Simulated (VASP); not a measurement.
# Ru6Cl in VASP: notebook

Runs on Ru6Cl. Level: PBE. Tasks: single point.

Program: VASP 6.6.1. These are calculated values, not measurements. Logs are shortened: lines on timing, memory, paths and dates and some standing lists are left out, and cuts for length are marked.

## (1) The cell of the first run

The cell holds a slab with vacuum, 7 atoms: a = 2.720 Å, b = 4.297 Å, c = 20.838 Å, α = 90.00°, β = 90.00°, γ = 90.00°.

## (2) Single point, PBE

INCAR reads:

```
SYSTEM = Ru6Cl
  ALGO = Normal
  DIPOL = 0.5 0.5 0.354
  EDIFF = 1E-6
  ENCUT = 520
  GGA = PE
  IDIPOL = 3
  ISIF = 2
  ISMEAR = 0
  LASPH = .TRUE.
  LCHARG = .FALSE.
  LDIPOL = .TRUE.
  LREAL = .FALSE.
  LWAVE = .FALSE.
  NBANDS = 54
  NELM = 60
  PREC = Accurate
  SIGMA = 0.1
```

KPOINTS reads:

```
k-points
0
G
  10 6 1
  0 0 0
```

POSCAR reads:

```
Ru6Cl
1.0
    2.7197977463      0.0000000000      0.0000000000
    0.0000000000      4.2966597637      0.0000000000
    0.0000000000      0.0000000000     20.8383397203
Ru Cl
6 1
Direct
    0.0000000000      0.7500000000      0.1919538722
    0.5000000000      0.2500000000      0.2296314412
    0.5000000000      0.7500000000      0.3049865789
    0.0000000000      0.2500000000      0.3407382299
    0.0000000000      0.7500000000      0.4168575065
    0.5000000000      0.2500000000      0.4481326174
    1.0000000000      0.3500000000      0.5422437578
```

Potentials or basis: VASP PAW PBE potentials, release 64 (Ru_pv, Cl).

The run is started by

```
cat potpaw_PBE.64/Ru_pv/POTCAR potpaw_PBE.64/Cl/POTCAR > POTCAR
mpirun -np 1 vasp_std > vasp.out
```

OUTCAR:

```text
SYSTEM = Ru6Cl
   EDIFF = 1E-6
   ENCUT = 520
   GGA = PE
   ISIF = 2
   ISMEAR = 0
   LASPH = .TRUE.
   LREAL = .FALSE.
   NELM = 60
   PREC = Accurate

 ion  position               nearest neighbor table
   1  0.000  0.750  0.192-   2 2.66   2 2.66   2 2.66   2 2.66   3 2.72   3 2.72
   2  0.500  0.250  0.230-   3 2.66   3 2.66   1 2.66   1 2.66   1 2.66   1 2.66   4 2.69   4 2.69

   3  0.500  0.750  0.305-   4 2.65   4 2.65   4 2.65   4 2.65   2 2.66   2 2.66   5 2.70   5 2.70
                             1 2.72   1 2.72
   4  0.000  0.250  0.341-   6 2.62   6 2.62   3 2.65   3 2.65   3 2.65   3 2.65   5 2.67   5 2.67
                             2 2.69   2 2.69
   5  0.000  0.750  0.417-   6 2.62   6 2.62   6 2.62   6 2.62   4 2.67   4 2.67   3 2.70   3 2.70

   6  0.500  0.250  0.448-   7 2.42   7 2.42   4 2.62   4 2.62   5 2.62   5 2.62   5 2.62   5 2.62

   7  0.000  0.350  0.542-   6 2.42   6 2.42

  LATTYP: Found a simple orthorhombic cell.
 ALAT       =     2.7197977463
 B/A-ratio  =     1.5797717935
 C/A-ratio  =     7.6617240192

  Lattice vectors:

 A1 = (   2.7197977463,   0.0000000000,   0.0000000000)
 A2 = (   0.0000000000,   4.2966597637,   0.0000000000)
 A3 = (   0.0000000000,   0.0000000000,  20.8383397203)

Analysis of symmetry for initial positions (statically):
=====================================================================
 Subroutine PRICEL returns:
 Original cell was already a primitive cell.

 Routine SETGRP: Setting up the symmetry group for a
 simple orthorhombic supercell.

 Subroutine GETGRP returns: Found  2 space group operations
 (whereof  2 operations were pure point group operations)
 out of a pool of  8 trial point group operations.

The static configuration has the point symmetry C_1h.

Analysis of symmetry for dynamics (positions and initial velocities):
=====================================================================
 Subroutine PRICEL returns:
 Original cell was already a primitive cell.

 Routine SETGRP: Setting up the symmetry group for a
 simple orthorhombic supercell.

 Subroutine GETGRP returns: Found  2 space group operations
 (whereof  2 operations were pure point group operations)
 out of a pool of  8 trial point group operations.

The dynamic configuration has the point symmetry C_1h.

 Subroutine INISYM returns: Found  2 space group operations
 (whereof  2 operations are pure point group operations),
 and found     1 'primitive' translations

----------------------------------------------------------------------------------------

                                     Primitive cell

  volume of cell :     243.5178

  direct lattice vectors                    reciprocal lattice vectors
     2.719797746  0.000000000  0.000000000     0.367674398  0.000000000  0.000000000
     0.000000000  4.296659764  0.000000000     0.000000000  0.232738931  0.000000000
     0.000000000  0.000000000 20.838339720     0.000000000  0.000000000  0.047988468

  length of vectors
     2.719797746  4.296659764 20.838339720     0.367674398  0.232738931  0.047988468

  position of ions in fractional coordinates (direct lattice)
     0.000000000  0.750000000  0.191953872
     0.500000000  0.250000000  0.229631441
     0.500000000  0.750000000  0.304986579
     0.000000000  0.250000000  0.340738230
     0.000000000  0.750000000  0.416857507
     0.500000000  0.250000000  0.448132617
     0.000000000  0.350000000  0.542243758

  ion indices of the primitive-cell ions
   primitive index   ion index
                 1           1
                 2           2
                 3           3
                 4           4
                 5           5
                 6           6
                 7           7

----------------------------------------------------------------------------------------

 KPOINTS: k-points

Automatic generation of k-mesh.
 Grid dimensions read from file:
 generate k-points for:   10    6    1

 Generating k-lattice:

  Cartesian coordinates                     Fractional coordinates (reciprocal lattice)
     0.036767440  0.000000000  0.000000000     0.100000000  0.000000000  0.000000000
     0.000000000  0.038789822  0.000000000     0.000000000  0.166666667  0.000000000
     0.000000000  0.000000000  0.047988468     0.000000000  0.000000000  1.000000000

  Length of vectors
     0.036767440  0.038789822  0.047988468

  Shift w.r.t. Gamma in fractional coordinates (k-lattice)
     0.000000000  0.000000000  0.000000000

 Subroutine IBZKPT returns following result:
 ===========================================

 Found     24 irreducible k-points:

 Following reciprocal coordinates:
            Coordinates               Weight
  0.000000  0.000000  0.000000      1.000000
  0.100000  0.000000  0.000000      2.000000
  0.200000  0.000000  0.000000      2.000000
  0.300000  0.000000  0.000000      2.000000
  0.400000  0.000000  0.000000      2.000000
  0.500000  0.000000  0.000000      1.000000
[... 16 lines left out ...]
  0.400000  0.500000  0.000000      2.000000
  0.500000  0.500000  0.000000      1.000000
   k-points           NKPTS =     24   k-points in BZ     NKDIM =     24   number of bands    NBANDS=     54
   number of dos      NEDOS =    301   number of ions     NIONS =      7
   total plane-waves  NPLWV = 102400
   dimension x,y,z NGX =    20 NGY =   32 NGZ =  160
   dimension x,y,z NGXF=    40 NGYF=   64 NGZF=  320
   ions per type =               6   1
   NGX,Y,Z   is equivalent  to a cutoff of  12.22, 12.38, 12.76 a.u.
   NGXF,Y,Z  is equivalent  to a cutoff of  24.45, 24.76, 25.53 a.u.
 SYSTEM =  Ru6Cl
   PREC   = accura    normal or accurate (medium, high low for compatibility)
   ISTART =      0    job   : 0-new  1-cont  2-samecut
   ICHARG =      2    charge: 1-file 2-atom 10-const
   ISPIN  =      1    spin polarized calculation?
   LNONCOLLINEAR =      F non collinear calculations
   LSORBIT =      F    spin-orbit coupling
   LASPH  =      T    aspherical Exc in radial PAW
   ENCUT  =  520.0 eV  38.22 Ry    6.18 a.u.   5.06  7.99 38.75*2*pi/ulx,y,z
   NELM   =     60;   NELMIN=  2; NELMDL= -5     # of ELM steps
   EDIFF  = 0.1E-05   stopping-criterion for ELM
   LREAL  =      F    real-space projection
   EDIFFG = 0.1E-04   stopping-criterion for IOM
   NSW    =      0    number of steps for IOM
   IBRION =     -1    ionic relax: 0-MD 1-quasi-New 2-CG
   NFREE  =      0    steps in history (QN), initial steepest desc. (CG)
   ISIF   =      2    stress and relaxation
   ISYM   =      2    0-nonsym 1-usesym 2-fastsym
   POTIM  = 0.5000    time-step for ionic-motion
   TEBEG  =    0.0;   TEEND  =   0.0 temperature during run
   PSTRESS=    0.0 pullay stress
   NELECT =      91.0000    total number of electrons
   NUPDOWN=      -1.0000    fix difference up-down
   EMIN   =  10.00;   EMAX   =-10.00  energy-range for DOS
   EFERMI =   0.00;   METHOD = LEGACY
   ISMEAR =     0;   SIGMA  =   0.10  broadening in eV -4-tet -1-fermi 0-gaus
   EFERMI_NEDOS =   21; number of points for ismear=-14 and -15
   IALGO  =     38    algorithm
   IMIX   =      4    mixing-type and parameters
     AMIX     =   0.40;   BMIX     =  1.00
     AMIX_MAG =   1.60;   BMIX_MAG =  1.00
  volume/ion in A,a.u.               =      34.79       234.76
  Fermi-wavevector in a.u.,A,eV,Ry     =   1.179175  2.228318 18.918283  1.390455
  Thomas-Fermi vector in A             =   2.315491
   LORBIT       =      0    0 simple, 1 ext, 2 COOP (PROOUT), +10 PAW based schemes
   GGA     = PE    functional components
   LHFCALC =     F    Hartree Fock is set to
   AEXX    =    0.0000 exact exchange contribution
   IVDW    =     0    specifies the selected vdW correction
   LEPSILON=     F    determine dielectric tensor
   LRPA    =     F    only Hartree local field effects (RPA)
 non-spin polarized calculation
 Gauss-broadening in eV      SIGMA  =   0.10
  energy-cutoff  :      520.00
  volume of cell :      243.52
 maximum number of plane-waves:      6614
   NGX = 11   NGY = 15   NGZ = 77

 dipolmoment           0.000000      0.000000     -0.011307 electrons x Angstroem

 number of electron      91.0000042 magnetization

 dipolmoment           0.000000      0.000000      0.043529 electrons x Angstroem

 Free energy of the ion-electron system (eV)
  ---------------------------------------------------
  ext. energy  EPLUGINS =         0.00000000
  ---------------------------------------------------
  free energy    TOTEN  =       -54.22923234 eV

  energy without entropy =      -54.18825377  energy(sigma->0) =      -54.20874306

 E-fermi :   1.7504     XC(G=0):  -6.3738

 val. band max:        1.7464869916   @ k =   0.4000   0.5000   0.0000
 cond. band min:       1.7711515160   @ k =   0.0000   0.3333   0.0000
 fundamental gap:      0.0246645244
 Fermi energy:         1.7504263230

 k-point     1 :       0.0000    0.0000    0.0000
  band No.  band energies     occupation
      1     -41.8704      2.00000
      2     -41.6763      2.00000
      3     -41.5927      2.00000
      4     -41.4986      2.00000
      5     -41.3807      2.00000
      6     -41.2943      2.00000
[... 46 lines left out ...]
     53       3.2702      0.00000
     54       3.5917      0.00000

 k-point     2 :       0.1000    0.0000    0.0000
  band No.  band energies     occupation
      1     -41.8461      2.00000
      2     -41.6627      2.00000
      3     -41.5719      2.00000
      4     -41.4904      2.00000
      5     -41.3627      2.00000
      6     -41.3492      2.00000
[... 46 lines left out ...]
     53       3.4464      0.00000
     54       3.4832      0.00000
[... 1195 lines left out ...]
     53       4.4169      0.00000
     54       4.6179      0.00000

 k-point    24 :       0.5000    0.5000    0.0000
  band No.  band energies     occupation
      1     -41.8741      2.00000
      2     -41.8685      2.00000
      3     -41.8423      2.00000
      4     -41.6259      2.00000
      5     -41.5307      2.00000
      6     -41.4862      2.00000
[... 46 lines left out ...]
     53       4.9507      0.00000
     54       5.8020      0.00000

------------------------ aborting loop because EDIFF is reached ----------------------------------------

 vacuum level on the upper side and lower side of the slab       (xc-potential included)         0.221        -0.340

  FORCE on cell =-STRESS in cart. coord.  units (eV):
  Direction    XX          YY          ZZ          XY          YZ          ZX
  --------------------------------------------------------------------------------------
  -------------------------------------------------------------------------------------
  Total        0.1309982     -2.2405566      0.1106284      0.0000000     -0.2751402      0.0000000
  in kB        0.8618767    -14.7413007      0.7278579      0.0000000     -1.8102306      0.0000000
  external PRESSURE =      -4.3838554 kB  Pullay stress =       0.0000000 kB

 VOLUME and BASIS-vectors are now :
 -----------------------------------------------------------------------------
  energy-cutoff  :      520.00
  volume of cell :      243.52
      direct lattice vectors                 reciprocal lattice vectors
     2.719797746  0.000000000  0.000000000     0.367674398  0.000000000  0.000000000
     0.000000000  4.296659764  0.000000000     0.000000000  0.232738931  0.000000000
     0.000000000  0.000000000 20.838339720     0.000000000  0.000000000  0.047988468

 POSITION                                       TOTAL-FORCE (eV/Angst)
 -----------------------------------------------------------------------------------
      0.00000      3.22249      4.00000         0.000000     -0.013569      0.967752
      1.35990      1.07416      4.78514         0.000000     -0.015075     -0.773899
      1.35990      3.22249      6.35541         0.000000      0.006137     -0.023523
      0.00000      1.07416      7.10042         0.000000     -0.000602     -0.614513
      0.00000      3.22249      8.68662         0.000000      0.269589     -0.686095
      1.35990      1.07416      9.33834         0.000000     -0.132254      1.157317
      0.00000      1.50383     11.29946         0.000000     -0.114228     -0.027039
 -----------------------------------------------------------------------------------
    total drift:                                0.000000     -0.000104      0.000409

  FREE ENERGIE OF THE ION-ELECTRON SYSTEM (eV)
  ---------------------------------------------------
  free  energy   TOTEN  =       -54.2292323424 eV

  energy  without entropy=      -54.1882537745  energy(sigma->0) =      -54.20874306

 vacuum level on the upper side and lower side of the slab         7.113         6.444
```

Run time: 5.3 min. Hardware: 1 thread of Intel Xeon 6975P-C (Granite Rapids), shared host; peak memory 0.44 GiB.

Results:

| Item | Value |
| --- | --- |
| Free energy | -54.2292 eV |
| Largest force | 1.165 eV/Å |
| Band gap on the k mesh | zero (an odd number of electrons rules out a gap without spin polarisation) |

Forces on the atoms (eV/Å):
```
Ru   0.000 -0.014  0.968
Ru   0.000 -0.015 -0.774
Ru   0.000  0.006 -0.024
Ru   0.000 -0.001 -0.615
Ru   0.000  0.270 -0.686
Ru   0.000 -0.132  1.157
Cl   0.000 -0.114 -0.027
```

Caveat: an odd number of electrons without spin polarisation forces a metal; a magnetic or distorted state may lie lower.

## (3) Single point, PBE

INCAR reads:

```
SYSTEM = Ru6Cl
PREC = Accurate ; ENCUT = 520
EDIFF = 1E-7 ; ISMEAR = 0
SIGMA = 0.1 ; LREAL = .False.
LASPH = .True. ; NELM = 80
ALGO = Normal ; ISIF = 2
LWAVE = .False. ; LCHARG = .False.
LDIPOL = .True. ; IDIPOL = 3
DIPOL = 0.5 0.5 0.351 ; GGA = PE
NBANDS = 54
```

KPOINTS reads:

```
Automatic mesh
0
Gamma
  10 6 1
  0 0 0
```

POSCAR: that of step 2 with these lines changed.

```diff
@@ -14,2 +14,2 @@
     0.5000000000      0.2500000000      0.4481326174
-    1.0000000000      0.3500000000      0.5422437578
+    0.6666666667      0.7500000000      0.5246580339
```

Potentials or basis: VASP PAW PBE potentials, release 64 (Ru_pv, Cl).

The run is started by

```
cat potpaw_PBE.64/Ru_pv/POTCAR potpaw_PBE.64/Cl/POTCAR > POTCAR
mpirun -np 1 vasp_std > vasp.out
```

Run time: 5.9 min. Hardware: 1 thread of Intel Xeon 6975P-C (Granite Rapids), shared host; peak memory 0.44 GiB.

Results (log left out):

* Free energy: -53.9811 eV
* Largest force: 1.467 eV/Å
* Band gap on the k mesh: zero (an odd number of electrons rules out a gap without spin polarisation)

Forces on the atoms (eV/Å):
```
Ru   0.099  0.000  0.865
Ru  -0.044  0.000 -0.613
Ru  -0.041  0.000 -0.091
Ru   0.068  0.000 -0.276
Ru  -0.300  0.000 -1.339
Ru   0.272  0.000  1.442
Cl  -0.054  0.000  0.012
```

Levels at points of the mesh, in eV from the Fermi level:
| k point | band 44 | band 45 | band 46 | band 47 | band 48 | band 49 |
| --- | --- | --- | --- | --- | --- | --- |
| (0.00, 0.00, 0.00) | -1.02 | -0.85 | -0.36 | -0.17 | -0.16 | -0.02 |
| (0.50, 0.00, 0.00) | 0.16 | 0.39 | 0.47 | 0.90 | 1.05 | 1.31 |
| (0.00, 0.50, 0.00) | -0.46 | -0.25 | 0.05 | 0.32 | 0.37 | 0.47 |
| (0.50, 0.50, 0.00) | 0.27 | 0.45 | 0.86 | 0.89 | 1.25 | 1.35 |

Caveat: an odd number of electrons without spin polarisation forces a metal; a magnetic or distorted state may lie lower.

The gap in the log of VASP goes by the Fermi energy; the results here count the filled bands.